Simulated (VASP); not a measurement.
# Cr (Im-3m) in VASP: further runs

Cr is run at these levels: LDA; tasks: electric field gradients, density of states.

All numbers are computed with VASP 6.6.1; they aren't measurements. Logs are shortened: lines on timing, memory, paths and dates and some standing lists are left out, and cuts for length are marked.

### 1 The cell of the first run

Symmetry: Im-3m, No. 229, cubic system. Conventional cell: a = 2.788 Å, b = 2.788 Å, c = 2.788 Å, α = 90.00°, β = 90.00°, γ = 90.00°. Within 3.2 Å of Cr (site symmetry m-3m) lie 14 Cr at 2.41 to 2.79 Å.

### 2 Electric field gradients, LDA

Contents of INCAR:

```
SYSTEM = Cr
  PREC = Accurate
  ENCUT = 520
  EDIFF = 1E-8
  ISMEAR = 0
  SIGMA = 0.05
  LREAL = .FALSE.
  LASPH = .TRUE.
  NELM = 80
  ALGO = Fast
  ISIF = 2
  LWAVE = .FALSE.
  LCHARG = .FALSE.
  GGA = CA
  LEFG = .TRUE.
  NBANDS = 12
```

Contents of KPOINTS:

```
Automatic mesh
0
G
  22 22 22
  0 0 0
```

Contents of POSCAR:

```
Cr
1.0
   -1.3942323889      1.3942323889      1.3942323889
    1.3942323889     -1.3942323889      1.3942323889
    1.3942323889      1.3942323889     -1.3942323889
Cr
1
Direct
    0.0000000000      0.0000000000      0.0000000000
```

Potentials or basis: VASP PAW LDA potentials, release 64 (Cr_pv).

Launch:

```bash
$ cat potpaw_LDA.64/Cr_pv/POTCAR > POTCAR
$ mpirun -np 1 vasp_std > vasp.out
```

OUTCAR:

```text
SYSTEM = Cr
   PREC = Accurate
   ENCUT = 520
   EDIFF = 1E-8
   ISMEAR = 0
   LREAL = .FALSE.
   LASPH = .TRUE.
   NELM = 80
   ISIF = 2
   GGA = CA

 ion  position               nearest neighbor table
   1  0.000  0.000  0.000-

  LATTYP: Found a body centered cubic cell.
 ALAT       =     2.7884647778

  Lattice vectors:

 A1 = (  -1.3942323889,   1.3942323889,   1.3942323889)
 A2 = (   1.3942323889,  -1.3942323889,   1.3942323889)
 A3 = (   1.3942323889,   1.3942323889,  -1.3942323889)

Analysis of symmetry for initial positions (statically):
=====================================================================
 Subroutine PRICEL returns:
 Original cell was already a primitive cell.

 Routine SETGRP: Setting up the symmetry group for a
 body centered cubic supercell.

 Subroutine GETGRP returns: Found 48 space group operations
 (whereof 48 operations were pure point group operations)
 out of a pool of 48 trial point group operations.

The static configuration has the point symmetry O_h .

Analysis of symmetry for dynamics (positions and initial velocities):
=====================================================================
 Subroutine PRICEL returns:
 Original cell was already a primitive cell.

 Routine SETGRP: Setting up the symmetry group for a
 body centered cubic supercell.

 Subroutine GETGRP returns: Found 48 space group operations
 (whereof 48 operations were pure point group operations)
 out of a pool of 48 trial point group operations.

The dynamic configuration has the point symmetry O_h .

 Subroutine INISYM returns: Found 48 space group operations
 (whereof 48 operations are pure point group operations),
 and found     1 'primitive' translations

----------------------------------------------------------------------------------------

                                     Primitive cell

  volume of cell :      10.8409

  direct lattice vectors                    reciprocal lattice vectors
    -1.394232389  1.394232389  1.394232389     0.000000000  0.358620273  0.358620273
     1.394232389 -1.394232389  1.394232389     0.358620273  0.000000000  0.358620273
     1.394232389  1.394232389 -1.394232389     0.358620273  0.358620273  0.000000000

  length of vectors
[... 122 lines left out ...]
 Free energy of the ion-electron system (eV)
  ---------------------------------------------------
  ext. energy  EPLUGINS =         0.00000000
  ---------------------------------------------------
  free energy    TOTEN  =       -10.62727794 eV

  energy without entropy =      -10.62600233  energy(sigma->0) =      -10.62664014

 E-fermi :  11.7389     XC(G=0): -14.3778

 val. band max:       11.7276759009   @ k =  -0.1818   0.2273   0.0909
 cond. band min:      11.7460410421   @ k =  -0.4091   0.4545   0.2727
 fundamental gap:      0.0183651413
 Fermi energy:        11.7389175328

 k-point     1 :       0.0000    0.0000    0.0000
  band No.  band energies     occupation
      1     -30.5145      2.00000
      2     -30.5145      2.00000
      3     -30.5145      2.00000
      4       3.7273      2.00000
      5      10.7236      2.00000
      6      10.7236      2.00000
      7      10.7236      2.00000
      8      12.9020      0.00000
      9      12.9020      0.00000
     10      17.1139      0.00000
     11      34.5540      0.00000
     12      34.5540      0.00000
[... 331 lines left out ...]
 k-point    24 :       0.1364    0.0909    0.0000
  band No.  band energies     occupation
      1     -30.9146      2.00000
      2     -30.6167      2.00000
      3     -30.5455      2.00000
      4       5.3926      2.00000
      5      10.1813      2.00000
      6      10.3226      2.00000
      7      12.0146      0.00000
      8      12.4131      0.00000
      9      13.0493      0.00000
     10      17.1138      0.00000
     11      31.6130      0.00000
     12      32.9372      0.00000

 [... further k-points ...]
[... 5 lines left out ...]
  --------------------------------------------------------------------------------------
  -------------------------------------------------------------------------------------
  Total        0.0042116      0.0042116      0.0042116     -0.0000000     -0.0000000      0.0000000
  in kB        0.6224284      0.6224284      0.6224284     -0.0000000     -0.0000000      0.0000000
  external PRESSURE =       0.6224284 kB  Pullay stress =       0.0000000 kB

 VOLUME and BASIS-vectors are now :
 -----------------------------------------------------------------------------
  energy-cutoff  :      520.00
  volume of cell :       10.84
      direct lattice vectors                 reciprocal lattice vectors
    -1.394232389  1.394232389  1.394232389     0.000000000  0.358620273  0.358620273
     1.394232389 -1.394232389  1.394232389     0.358620273  0.000000000  0.358620273
     1.394232389  1.394232389 -1.394232389     0.358620273  0.358620273  0.000000000

 POSITION                                       TOTAL-FORCE (eV/Angst)
 -----------------------------------------------------------------------------------
      0.00000      0.00000      0.00000        -0.000000     -0.000000     -0.000000
 -----------------------------------------------------------------------------------
    total drift:                                0.000000     -0.000000      0.000000

  FREE ENERGIE OF THE ION-ELECTRON SYSTEM (eV)
  ---------------------------------------------------
  free  energy   TOTEN  =       -10.6272779385 eV

  energy  without entropy=      -10.6260023340  energy(sigma->0) =      -10.62664014

 Electric field gradients (V/A^2)
---------------------------------------------------------------------
 ion       V_xx      V_yy      V_zz      V_xy      V_xz      V_yz
---------------------------------------------------------------------
   1      -0.000     0.000    -0.000     0.003     0.003     0.003
---------------------------------------------------------------------

 Electric field gradients after diagonalization (V/A^2)
 (convention: |V_zz| > |V_xx| > |V_yy|)
----------------------------------------------------------------------
 ion       V_xx      V_yy      V_zz     asymmetry (V_yy - V_xx)/ V_zz
----------------------------------------------------------------------
   1      -0.003    -0.003     0.005       0.000
----------------------------------------------------------------------

           NMR quadrupolar parameters

 Cq : quadrupolar parameter    Cq=e*Q*V_zz/h
 eta: asymmetry parameters     (V_yy - V_xx)/ V_zz
 Q  : nuclear electric quadrupole moment in mb (millibarn)
----------------------------------------------------------------------
 ion       Cq(MHz)       eta       Q (mb)
----------------------------------------------------------------------
   1       0.000       0.000       1.000
----------------------------------------------------------------------
```

Run time: 83 s. Hardware: 1 thread of AMD EPYC 7R43 (Zen 3), shared host; peak memory 0.11 GiB.

Results:

- Free energy: -10.6273 eV
- Pressure: 0.1 GPa
- Band gap on the k mesh: zero (band 6 reaches 14.43 eV, above the bottom of band 7 at 10.72 eV)

Caveat: without QUAD_EFG the Cq values of the log hold for a quadrupole moment of 1 mb, not for the nuclei; the run has no spin polarisation, though such a crystal can be magnetic. Spin polarisation is off, so any magnetic state and its effect on volume and gap are missing.

### 3 Electric field gradients, LDA

This run uses another cell than the first one, of 11.99 Å³/atom, 1.106 times its volume.

Contents of INCAR:

```
PREC = Accurate ; ENCUT = 520
EDIFF = 1E-8 ; ISMEAR = 0
SIGMA = 0.05 ; LREAL = F
LASPH = T ; NELM = 60
ALGO = Fast ; ISIF = 2
LWAVE = F ; LCHARG = F
LEFG = T ; NBANDS = 12
```

Contents of KPOINTS:

```
Automatic mesh
0
Gamma
  22 22 22
```

Contents of POSCAR:

```
Cr
1.0
   -1.4419500000      1.4419500000      1.4419500000
    1.4419500000     -1.4419500000      1.4419500000
    1.4419500000      1.4419500000     -1.4419500000
Cr
1
Direct
    0.0000000000      0.0000000000      0.0000000000
```

Potentials or basis: VASP PAW LDA potentials, release 64 (Cr_pv).

Launch:

```bash
$ cat potpaw_LDA.64/Cr_pv/POTCAR > POTCAR
$ mpirun -np 1 vasp_std > vasp.out
```

OUTCAR:

```text
PREC = Accurate
   ENCUT = 520
   EDIFF = 1E-8
   ISMEAR = 0
   LREAL = F
   LASPH = T
   NELM = 60
   ISIF = 2

 ion  position               nearest neighbor table
   1  0.000  0.000  0.000-

  LATTYP: Found a body centered cubic cell.
 ALAT       =     2.8839000000

  Lattice vectors:

 A1 = (  -1.4419500000,   1.4419500000,   1.4419500000)
 A2 = (   1.4419500000,  -1.4419500000,   1.4419500000)
 A3 = (   1.4419500000,   1.4419500000,  -1.4419500000)

Analysis of symmetry for initial positions (statically):
=====================================================================
 Subroutine PRICEL returns:
 Original cell was already a primitive cell.

 Routine SETGRP: Setting up the symmetry group for a
 body centered cubic supercell.

 Subroutine GETGRP returns: Found 48 space group operations
 (whereof 48 operations were pure point group operations)
 out of a pool of 48 trial point group operations.

The static configuration has the point symmetry O_h .

Analysis of symmetry for dynamics (positions and initial velocities):
=====================================================================
 Subroutine PRICEL returns:
 Original cell was already a primitive cell.

 Routine SETGRP: Setting up the symmetry group for a
 body centered cubic supercell.

 Subroutine GETGRP returns: Found 48 space group operations
 (whereof 48 operations were pure point group operations)
 out of a pool of 48 trial point group operations.

The dynamic configuration has the point symmetry O_h .

[... 152 lines left out ...]
 k-point     1 :       0.0000    0.0000    0.0000
  band No.  band energies     occupation
      1     -32.1288      2.00000
      2     -32.1288      2.00000
      3     -32.1288      2.00000
      4       2.6056      2.00000
      5       9.3839      2.00000
      6       9.3839      2.00000
      7       9.3839      2.00000
      8      11.2841      0.00000
      9      11.2841      0.00000
     10      15.5710      0.00000
     11      32.3131      0.00000
     12      32.3131      0.00000
[... 331 lines left out ...]
 k-point    24 :       0.1364    0.0909    0.0000
  band No.  band energies     occupation
      1     -32.4185      2.00000
      2     -32.2041      2.00000
      3     -32.1510      2.00000
      4       4.1477      2.00000
      5       8.9173      2.00000
      6       9.0399      2.00000
      7      10.5025      0.00000
      8      10.8692      0.00000
      9      11.4064      0.00000
     10      15.5708      0.00000
     11      28.9988      0.00000
     12      30.3258      0.00000

 [... further k-points ...]
[... 5 lines left out ...]
  --------------------------------------------------------------------------------------
  -------------------------------------------------------------------------------------
  Total       -1.8370816     -1.8370816     -1.8370816      0.0000000      0.0000000      0.0000000
  in kB     -245.4304416   -245.4304416   -245.4304416      0.0000000      0.0000000      0.0000000
  external PRESSURE =    -245.4304416 kB  Pullay stress =       0.0000000 kB

 VOLUME and BASIS-vectors are now :
 -----------------------------------------------------------------------------
  energy-cutoff  :      520.00
  volume of cell :       11.99
      direct lattice vectors                 reciprocal lattice vectors
    -1.441950000  1.441950000  1.441950000     0.000000000  0.346752661  0.346752661
     1.441950000 -1.441950000  1.441950000     0.346752661  0.000000000  0.346752661
     1.441950000  1.441950000 -1.441950000     0.346752661  0.346752661  0.000000000

 POSITION                                       TOTAL-FORCE (eV/Angst)
 -----------------------------------------------------------------------------------
      0.00000      0.00000      0.00000        -0.000000      0.000000     -0.000000
 -----------------------------------------------------------------------------------
    total drift:                                0.000000     -0.000000      0.000000

  FREE ENERGIE OF THE ION-ELECTRON SYSTEM (eV)
  ---------------------------------------------------
  free  energy   TOTEN  =       -10.5315503726 eV

  energy  without entropy=      -10.5300581070  energy(sigma->0) =      -10.53080424

 Electric field gradients (V/A^2)
---------------------------------------------------------------------
 ion       V_xx      V_yy      V_zz      V_xy      V_xz      V_yz
---------------------------------------------------------------------
   1       0.000     0.000    -0.000    -0.002    -0.002    -0.002
---------------------------------------------------------------------

 Electric field gradients after diagonalization (V/A^2)
 (convention: |V_zz| > |V_xx| > |V_yy|)
----------------------------------------------------------------------
 ion       V_xx      V_yy      V_zz     asymmetry (V_yy - V_xx)/ V_zz
----------------------------------------------------------------------
   1       0.002     0.002    -0.005       0.000
----------------------------------------------------------------------

           NMR quadrupolar parameters

 Cq : quadrupolar parameter    Cq=e*Q*V_zz/h
 eta: asymmetry parameters     (V_yy - V_xx)/ V_zz
 Q  : nuclear electric quadrupole moment in mb (millibarn)
----------------------------------------------------------------------
 ion       Cq(MHz)       eta       Q (mb)
----------------------------------------------------------------------
   1      -0.000       0.000       1.000
----------------------------------------------------------------------
```

stdout:

```text
POSCAR found type information on POSCAR Cr
 POSCAR found :  1 types and       1 ions
 scaLAPACK will be used
 LDA part: xc-table for (Slater(with rela. corr.)+CA(PZ))
 , standard interpolation
 POSCAR, INCAR and KPOINTS ok, starting setup
 FFT: planning ... GRIDC
 FFT: planning ... GRID_SOFT
 FFT: planning ... GRID
 WAVECAR not read
 entering main loop
WARNING in EDDRMM: call to ZHEGV failed, returncode =   8  4     10
WARNING in EDDRMM: call to ZHEGV failed, returncode =   6  3     10
WARNING in EDDRMM: call to ZHEGV failed, returncode =   6  3     10
WARNING in EDDRMM: call to ZHEGV failed, returncode =   8  4     10
 num prob  num prob  num prob  num prob  num prob  num prob  num prob WARNING in EDDRMM: call to ZHEGV failed, returncode =   6  3      9
WARNING in EDDRMM: call to ZHEGV failed, returncode =   8  4     10
 num prob  num prob RMM:  14    -0.105315503511E+02   -0.21929E-07   -0.52841E-07  7436   0.965E-03    0.306E-04
WARNING in EDDRMM: call to ZHEGV failed, returncode =   6  3     12
 num prob  num prob  num prob  num prob  num prob  num prob  num prob  num prob  num prob  num prob  num prob  num prob RMM:  15    -0.105315503730E+02   -0.21905E-07   -0.69173E-08  6151   0.393E-03    0.107E-04
 num prob  num prob  num prob WARNING in EDDRMM: call to ZHEGV failed, returncode =   8  4     10
 num prob  num prob RMM:  16    -0.105315503726E+02    0.36789E-09   -0.27001E-08  5062   0.203E-03
ion   1
```

It took 80 s on 1 thread of AMD EPYC 7R43 (Zen 3), shared host; peak memory 0.12 GiB.

Results:

```
Free energy            : -10.5316 eV
Pressure               : -24.5 GPa
Band gap on the k mesh : zero (band 6 reaches 12.60 eV, above the bottom of band 7 at 9.38 eV)
```

Caveat: without QUAD_EFG the Cq values of the log hold for a quadrupole moment of 1 mb, not for the nuclei; the run has no spin polarisation, though such a crystal can be magnetic. Spin polarisation is off, so any magnetic state and its effect on volume and gap are missing.

(Part 1 of 2 ends here.)
